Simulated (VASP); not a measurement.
# Zr2N (P4_2/mnm) in VASP: notebook, part 2 of 2

VASP 6.6.1.

### Step 4. Single point, r2SCAN

This run uses another cell than the first one, of 15.50 Å³/atom.

File POSCAR:

```
Zr2N
1.0
    5.3409269880      0.0000000000      0.0000000000
    0.0000000000      5.3409269880      0.0000000000
    0.0000000000      0.0000000000      3.2610337122
Zr N
4 2
Direct
    0.2957330420      0.2957330420      0.0000000000
    0.7042669580      0.7042669580      0.0000000000
    0.7957330420      0.2042669580      0.5000000000
    0.2042669580      0.7957330420      0.5000000000
    0.0000000000      0.0000000000      0.0000000000
    0.5000000000      0.5000000000      0.5000000000
```

File INCAR.step1:

```
SYSTEM = Zr2N
ALGO     = Normal         ! electronic algorithm
EDIFF    = 1E-4           ! SCF threshold, eV
ENCUT    = 520            ! plane-wave cutoff, eV
GGA      = PE             ! functional
ISMEAR   = 0              ! smearing method
LASPH    = .True.         ! aspherical terms in the spheres
LCHARG   = .False.        ! write CHGCAR
LREAL    = .False.        ! projectors in reciprocal space
LWAVE    = .True.         ! write WAVECAR
NBANDS   = 38             ! bands
NELM     = 80             ! most SCF steps
PREC     = Accurate       ! precision mode
SIGMA    = 0.1            ! smearing width, eV
```

File INCAR.step2:

```
SYSTEM = Zr2N
ALGO     = Normal         ! electronic algorithm
EDIFF    = 1E-6           ! SCF threshold, eV
ENCUT    = 520            ! plane-wave cutoff, eV
ISIF     = 2              ! what is computed and relaxed
ISMEAR   = 0              ! smearing method
ISTART   = 1            
LASPH    = .True.         ! aspherical terms in the spheres
LCHARG   = .True.         ! write CHGCAR
LELF     = .True.         ! ELF
LMIXTAU  = .True.       
LREAL    = .False.        ! projectors in reciprocal space
LVHAR    = .True.       
LWAVE    = .False.        ! write WAVECAR
METAGGA  = R2SCAN         ! meta-GGA
NBANDS   = 38             ! bands
NELM     = 80             ! most SCF steps
PREC     = Accurate       ! precision mode
SIGMA    = 0.1            ! smearing width, eV
```

File KPOINTS:

```
k-points
0
Gamma
  8 8 10
  0 0 0
```

Command:

```sh
$ cat potpaw_PBE.64/Zr_sv/POTCAR potpaw_PBE.64/N/POTCAR > POTCAR
$ cp INCAR.step1 INCAR
$ mpirun -np 1 vasp_std > vasp.out
$ cp INCAR.step2 INCAR
$ mpirun -np 1 vasp_std > vasp.out
```

Wall time 12 min (1 thread of AMD EPYC 7R13, shared host); peak memory 0.36 GiB.

It converged, with:

```
Free energy            : -117.6482 eV
Pressure               : 8.2 GPa
Band gap on the k mesh : zero (bands 29 and 30 overlap by 2.74 eV)
```

Forces in eV/Å, atoms in the order of the input:
```
Zr  -0.002 -0.002  0.000
Zr   0.002  0.002  0.000
Zr  -0.002  0.002  0.000
Zr   0.002 -0.002  0.000
N    0.000  0.000  0.000
N    0.000  0.000  0.000
```

Levels at points of the mesh, in eV from the Fermi level:
| k point | band 26 | band 27 | band 28 | band 29 | band 30 | band 31 | band 32 | band 33 |
| --- | --- | --- | --- | --- | --- | --- | --- | --- |
| (0.00, 0.00, 0.00) | -2.13 | 0.22 | 0.75 | 0.90 | 1.08 | 1.08 | 1.55 | 1.63 |
| (0.50, 0.00, 0.00) | -2.21 | -1.07 | -1.07 | 1.55 | 1.55 | 1.72 | 1.72 | 1.96 |
| (0.50, 0.50, 0.00) | -1.70 | -1.13 | -1.13 | 0.92 | 0.92 | 1.52 | 1.52 | 1.85 |
| (0.00, 0.00, 0.50) | -1.33 | -1.20 | -1.20 | -1.19 | -1.19 | 2.09 | 2.09 | 3.38 |
| (0.50, 0.00, 0.50) | -1.89 | -0.97 | -0.97 | -0.89 | -0.89 | 1.64 | 1.64 | 3.66 |
| (0.50, 0.50, 0.50) | -1.73 | -0.88 | -0.88 | -0.30 | -0.30 | 1.27 | 1.27 | 2.81 |

Caveat: the cell stands under pressure; the PAW data sets were made with another functional, which shifts forces and pressure a little.

### Step 5. Single point, r2SCAN (14.20 Å³/atom)

This run uses another cell than the first one, of 14.20 Å³/atom.

File POSCAR:

```
Zr2N
1.0
    5.1817198128      0.0000000000      0.0000000000
    0.0000000000      5.1817198128      0.0000000000
    0.0000000000      0.0000000000      3.1741930239
Zr N
4 2
Direct
    0.2943668234      0.2943668234      0.0000000000
    0.7056331766      0.7056331766      0.0000000000
    0.7943668234      0.2056331766      0.5000000000
    0.2056331766      0.7943668234      0.5000000000
    0.0000000000      0.0000000000      0.0000000000
    0.5000000000      0.5000000000      0.5000000000
```

File INCAR.step1:

```
PREC     = Accurate       # precision mode
ENCUT    = 520            # plane-wave cutoff, eV
ISMEAR   = 0              # smearing method
SIGMA    = 0.1            # smearing width, eV
LREAL    = False          # projectors in reciprocal space
LASPH    = True           # aspherical terms in the spheres
NELM     = 80             # most SCF steps
NBANDS   = 38             # bands
GGA      = PE             # functional
ALGO     = Normal         # electronic algorithm
EDIFF    = 1E-4           # SCF threshold, eV
LWAVE    = True           # write WAVECAR
LCHARG   = False          # write CHGCAR
```

File INCAR.step2:

```
PREC     = Accurate       # precision mode
ENCUT    = 520            # plane-wave cutoff, eV
EDIFF    = 1E-7           # SCF threshold, eV
ISMEAR   = 0              # smearing method
SIGMA    = 0.1            # smearing width, eV
LREAL    = False          # projectors in reciprocal space
LASPH    = True           # aspherical terms in the spheres
NELM     = 80             # most SCF steps
ALGO     = Normal         # electronic algorithm
ISIF     = 2              # what is computed and relaxed
LWAVE    = False          # write WAVECAR
LCHARG   = False          # write CHGCAR
METAGGA  = R2SCAN         # meta-GGA
LMIXTAU  = True         
NBANDS   = 38             # bands
ISTART   = 1
```

File KPOINTS:

```
regular mesh
0
Gamma
  8 8 10
```

Command:

```sh
$ cat potpaw_PBE.64/Zr_sv/POTCAR potpaw_PBE.64/N/POTCAR > POTCAR
$ cp INCAR.step1 INCAR
$ mpirun -np 1 vasp_std > vasp.out
$ cp INCAR.step2 INCAR
$ mpirun -np 1 vasp_std > vasp.out
```

Wall time 19 min (1 thread of Oxide Virtual Turin-like, shared host); peak memory 0.32 GiB.

Results (log left out):

```
Free energy            : -116.7381 eV
Pressure               : 30.5 GPa
Band gap on the k mesh : zero (bands 29 and 30 overlap by 2.95 eV)
```

Levels at points of the mesh, in eV from the Fermi level:
```csv
k point,band 26,band 27,band 28,band 29,band 30,band 31,band 32,band 33
"(0.00, 0.00, 0.00)",-2.34,0.52,0.71,0.86,1.16,1.16,1.69,1.69
"(0.50, 0.00, 0.00)",-2.31,-1.19,-1.19,1.72,1.72,1.81,1.81,2.17
"(0.50, 0.50, 0.00)",-1.80,-1.24,-1.24,0.90,0.90,1.63,1.63,1.96
"(0.00, 0.00, 0.50)",-1.38,-1.29,-1.29,-1.23,-1.23,2.21,2.21,3.64
"(0.50, 0.00, 0.50)",-2.14,-0.94,-0.94,-0.92,-0.92,1.77,1.77,3.97
"(0.50, 0.50, 0.50)",-1.98,-1.09,-1.09,-0.08,-0.08,1.50,1.50,3.10
```

Caveat: the cell stands under pressure; the PAW data sets were made with another functional, which shifts forces and pressure a little.

### Step 6. Single point, r2SCAN (14.69 Å³/atom)

This run uses another cell than the first one, of 14.69 Å³/atom.

File POSCAR:

```
Zr2N
1.0
    5.2418021952      0.0000000000      0.0000000000
    0.0000000000      5.2418021952      0.0000000000
    0.0000000000      0.0000000000      3.2075885040
Zr N
4 2
Direct
    0.2948682641      0.2948682641      0.0000000000
    0.7051317359      0.7051317359      0.0000000000
    0.7948682641      0.2051317359      0.5000000000
    0.2051317359      0.7948682641      0.5000000000
    0.0000000000      0.0000000000      0.0000000000
    0.5000000000      0.5000000000      0.5000000000
```

File INCAR.step1:

```
ALGO = Normal
EDIFF = 1E-4
ENCUT = 520
GGA = PE
ISMEAR = 0
LASPH = True
LCHARG = False
LREAL = False
LWAVE = True
NBANDS = 38
NELM = 60
PREC = Accurate
SIGMA = 0.1
```

File INCAR.step2:

```
ALGO = Normal
EDIFF = 1E-7
ENCUT = 520
ISIF = 2
ISMEAR = 0
ISTART = 1
LASPH = True
LCHARG = False
LMIXTAU = True
LREAL = False
LWAVE = False
METAGGA = R2SCAN
NBANDS = 38
NELM = 60
PREC = Accurate
SIGMA = 0.1
```

File KPOINTS:

```
k-points
0
Gamma
  8 8 10
```

Potentials or basis: VASP PAW PBE potentials, release 64 (Zr_sv, N).

Command:

```sh
$ cat potpaw_PBE.64/Zr_sv/POTCAR potpaw_PBE.64/N/POTCAR > POTCAR
$ cp INCAR.step1 INCAR
$ mpirun -np 1 vasp_std > vasp.out
$ cp INCAR.step2 INCAR
$ mpirun -np 1 vasp_std > vasp.out
```

OUTCAR:

```text
EDIFF = 1E-7
   ENCUT = 520
   ISIF = 2
   ISMEAR = 0
   ISTART = 1
   LASPH = True
   LREAL = False
   METAGGA = R2SCAN
   NELM = 60
   PREC = Accurate

 ion  position               nearest neighbor table
   1  0.295  0.295  0.000-   5 2.19   6 2.21   6 2.21   2 3.04   4 3.11   3 3.11   4 3.11   3 3.11
                             4 3.11   4 3.11   3 3.11   3 3.11   2 3.77   2 3.77
   2  0.705  0.705  0.000-   5 2.19   6 2.21   6 2.21   1 3.04   4 3.11   3 3.11   4 3.11   3 3.11
                             3 3.11   3 3.11   4 3.11   4 3.11   1 3.77   1 3.77
   3  0.795  0.205  0.500-   6 2.19   5 2.21   5 2.21   4 3.04   1 3.11   1 3.11   2 3.11   2 3.11
                             2 3.11   2 3.11   1 3.11   1 3.11   4 3.77   4 3.77
   4  0.205  0.795  0.500-   6 2.19   5 2.21   5 2.21   3 3.04   1 3.11   1 3.11   2 3.11   2 3.11
                             1 3.11   1 3.11   2 3.11   2 3.11   3 3.77   3 3.77
   5  0.000  0.000  0.000-   1 2.19   2 2.19   3 2.21   4 2.21   3 2.21   4 2.21
   6  0.500  0.500  0.500-   3 2.19   4 2.19   1 2.21   2 2.21   1 2.21   2 2.21

  LATTYP: Found a simple tetragonal cell.
 ALAT       =     5.2418021952
 C/A-ratio  =     0.6119247512

  Lattice vectors:

 A1 = (   5.2418021952,   0.0000000000,   0.0000000000)
 A2 = (   0.0000000000,   5.2418021952,   0.0000000000)
 A3 = (   0.0000000000,   0.0000000000,   3.2075885040)

Analysis of symmetry for initial positions (statically):
=====================================================================
 Subroutine PRICEL returns:
 Original cell was already a primitive cell.

 Routine SETGRP: Setting up the symmetry group for a
 simple tetragonal supercell.

 Subroutine GETGRP returns: Found 16 space group operations
 (whereof  8 operations were pure point group operations)
 out of a pool of 16 trial point group operations.

The static configuration has the point symmetry D_2h.
 The point group associated with its full space group is D_4h.

Analysis of symmetry for dynamics (positions and initial velocities):
=====================================================================
 Subroutine PRICEL returns:
[... 143 lines left out ...]
   METAGGA = R2SCAN    functional components
   LHFCALC =     F    Hartree Fock is set to
   AEXX    =    0.0000 exact exchange contribution
   IVDW    =     0    specifies the selected vdW correction
   LEPSILON=     F    determine dielectric tensor
   LRPA    =     F    only Hartree local field effects (RPA)
 non-spin polarized calculation
 Gauss-broadening in eV      SIGMA  =   0.10
  energy-cutoff  :      520.00
  volume of cell :       88.13
 maximum number of plane-waves:      2396
 NGX is ok and might be reduce to    40
   NGX = 19   NGY = 19   NGZ = 11

 number of electron      57.9999995 magnetization

 Free energy of the ion-electron system (eV)
  ---------------------------------------------------
  ext. energy  EPLUGINS =         0.00000000
  ---------------------------------------------------
  free energy    TOTEN  =      -117.20584354 eV

  energy without entropy =     -117.19397543  energy(sigma->0) =     -117.19990948

 E-fermi :  10.8869     XC(G=0): -13.0632

 val. band max:       10.8491560192   @ k =   0.2500   0.2500   0.1000
 cond. band min:      10.8874773347   @ k =   0.2500   0.2500   0.2000
 fundamental gap:      0.0383213155
 Fermi energy:        10.8869009077

 k-point     1 :       0.0000    0.0000    0.0000
  band No.  band energies     occupation
      1     -39.3276      2.00000
      2     -39.1108      2.00000
      3     -39.1108      2.00000
      4     -39.0159      2.00000
      5     -17.9424      2.00000
      6     -17.0967      2.00000
[... 973 lines left out ...]
     37      14.9657      0.00000
     38      14.9657      0.00000

 [... further k-points ...]

------------------------ aborting loop because EDIFF is reached ----------------------------------------

  FORCE on cell =-STRESS in cart. coord.  units (eV):
  Direction    XX          YY          ZZ          XY          YZ          ZX
  --------------------------------------------------------------------------------------
  -------------------------------------------------------------------------------------
  Total       11.6227091     11.6227091     11.6327376      0.0000000      0.0000000      0.0000000
  in kB      211.2895630    211.2895630    211.4718723      0.0000000      0.0000000      0.0000000
  external PRESSURE =     211.3503328 kB  Pullay stress =       0.0000000 kB

 VOLUME and BASIS-vectors are now :
 -----------------------------------------------------------------------------
  energy-cutoff  :      520.00
  volume of cell :       88.13
      direct lattice vectors                 reciprocal lattice vectors
     5.241802195  0.000000000  0.000000000     0.190774082  0.000000000  0.000000000
     0.000000000  5.241802195  0.000000000     0.000000000  0.190774082  0.000000000
     0.000000000  0.000000000  3.207588504     0.000000000  0.000000000  0.311760688

 POSITION                                       TOTAL-FORCE (eV/Angst)
 -----------------------------------------------------------------------------------
      1.54564      1.54564      0.00000        -0.002938     -0.002938     -0.000000
      3.69616      3.69616      0.00000         0.002938      0.002938      0.000000
      4.16654      1.07526      1.60379        -0.002938      0.002938      0.000000
      1.07526      4.16654      1.60379         0.002938     -0.002938     -0.000000
      0.00000      0.00000      0.00000         0.000000      0.000000      0.000000
      2.62090      2.62090      1.60379         0.000000      0.000000      0.000000
 -----------------------------------------------------------------------------------
    total drift:                                0.000000      0.000000      0.000000

  FREE ENERGIE OF THE ION-ELECTRON SYSTEM (eV)
  ---------------------------------------------------
  free  energy   TOTEN  =      -117.2058435355 eV

  energy  without entropy=     -117.1939754251  energy(sigma->0) =     -117.19990948
```

OUTCAR.step1:

```text
EDIFF = 1E-4
   ENCUT = 520
   GGA = PE
   ISMEAR = 0
[... 1228 lines left out ...]
      4.16654      1.07526      1.60379        -0.035168      0.035168     -0.000000
      1.07526      4.16654      1.60379         0.035168     -0.035168      0.000000
      0.00000      0.00000      0.00000         0.000000      0.000000     -0.000000
      2.62090      2.62090      1.60379         0.000000      0.000000     -0.000000
 -----------------------------------------------------------------------------------
    total drift:                                0.000000      0.000000      0.000000

  FREE ENERGIE OF THE ION-ELECTRON SYSTEM (eV)
  ---------------------------------------------------
  free  energy   TOTEN  =       -57.7672320160 eV

  energy  without entropy=      -57.7535682628  energy(sigma->0) =      -57.76040014
```

Run time: 21 min. Hardware: 1 thread of Oxide Virtual Turin-like, shared host; peak memory 0.32 GiB.

What came out:

```yaml
Free_energy: -117.2058 eV
Pressure: 21.1 GPa
Largest_force: 0.004 eV/Å
Band_gap_on_the_k_mesh: zero (bands 29 and 30 overlap by 2.87 eV)
```

Forces in eV/Å, atoms in the order of the input:
```
Zr  -0.003 -0.003  0.000
Zr   0.003  0.003  0.000
Zr  -0.003  0.003  0.000
Zr   0.003 -0.003  0.000
N    0.000  0.000  0.000
N    0.000  0.000  0.000
```

Caveat: the cell stands under pressure; the PAW data sets were made with another functional, which shifts forces and pressure a little.

### Step 7. Overview

```csv
cell,k mesh,gap on the mesh (eV),pressure (GPa)
"a = 5.417, b = 5.417, c = 3.300 Å, 6 atoms, atomic positions A",8 × 8 × 12,none,0.1
"a = 5.341, b = 5.341, c = 3.261 Å, 6 atoms, atomic positions B",8 × 8 × 10,none,8.2
"a = 5.182, b = 5.182, c = 3.174 Å, 6 atoms, atomic positions C",8 × 8 × 10,none,30.5
"a = 5.242, b = 5.242, c = 3.208 Å, 6 atoms, atomic positions D",8 × 8 × 10,none,21.1
```

Alike in all rows: task single point; level r2SCAN; potentials or basis VASP PAW PBE potentials, release 64 (Zr_sv, N); no spin polarisation; cutoff (eV) 520; smearing gaussian 0.1 eV.

Caveats: the PAW data sets were made with another functional, which shifts forces and pressure a little; the cell stands under pressure (at least some runs).

Total energies depend on the potentials used, so only differences within one code and one set of settings carry meaning.

The gap in the log of VASP goes by the Fermi energy; the results here count the filled bands.